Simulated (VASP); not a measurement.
Input of a VASP 6.6.1 run:

The input POSCAR:

```
TiO2
1.0
    4.5967496901      0.0000000000      0.0000000000
    0.0000000000      4.5967496901      0.2011077989
    0.0000000000      0.1292231244      2.9536714147
Ti O
2 4
Direct
    0.0000000000      0.0000000000      0.0000000000
    0.5000000000      0.5000000000      0.5000000000
    0.3046118010      0.3046118010      0.0000000000
    0.1953881990      0.8046118010      0.5000000000
    0.6953881990      0.6953881990      0.0000000000
    0.8046118010      0.1953881990      0.5000000000
```

File INCAR.step1:

```
SYSTEM = TiO2
PREC = Accurate ; ENCUT = 520
ISMEAR = 0 ; SIGMA = 0.05
LREAL = .False. ; LASPH = .True.
NELM = 100 ; NBANDS = 33
GGA = PE ; ALGO = Normal
EDIFF = 1E-4 ; LWAVE = .True.
LCHARG = .False.
```

Contents of INCAR.step2:

```
SYSTEM = TiO2
PREC = Accurate ; ENCUT = 520
EDIFF = 1E-6 ; ISMEAR = 0
SIGMA = 0.05 ; LREAL = .False.
LASPH = .True. ; NELM = 100
ALGO = Normal ; ISIF = 2
LWAVE = .False. ; LCHARG = .True.
METAGGA = R2SCAN ; LMIXTAU = .True.
LELF = .True. ; LVHAR = .True.
NBANDS = 33 ; ISTART = 1
```

File KPOINTS:

```
Automatic mesh
0
Gamma
  6 6 10
  0 0 0
```

Potentials or basis: VASP PAW PBE potentials, release 64 (Ti_sv, O).

Launch:

```sh
$ cat potpaw_PBE.64/Ti_sv/POTCAR potpaw_PBE.64/O/POTCAR > POTCAR
$ cp INCAR.step1 INCAR
$ mpirun -np 1 vasp_std > vasp.out
$ cp INCAR.step2 INCAR
$ mpirun -np 1 vasp_std > vasp.out
```

Question: Estimate the pressure.

Answer: 3.1 GPa.

Question: What does it give for the largest force?

Answer: 0.536 eV/Å.

Question: Predict the band gap on the k mesh.

Answer: 2.20 eV (least direct gap 2.24 eV).

Stress tensor (GPa, compression positive):
```
  2.38   0.00   0.00
  0.00   2.88 -13.51
  0.00 -13.51   3.97
```

Caveat: the cell differs from its parent crystal (strain +0.0875 x Voigt [0, 0, 0, 1, 0, 0]); the cell stands under pressure; the PAW data sets were made with another functional, which shifts forces and pressure a little. A k mesh can miss the band edges.
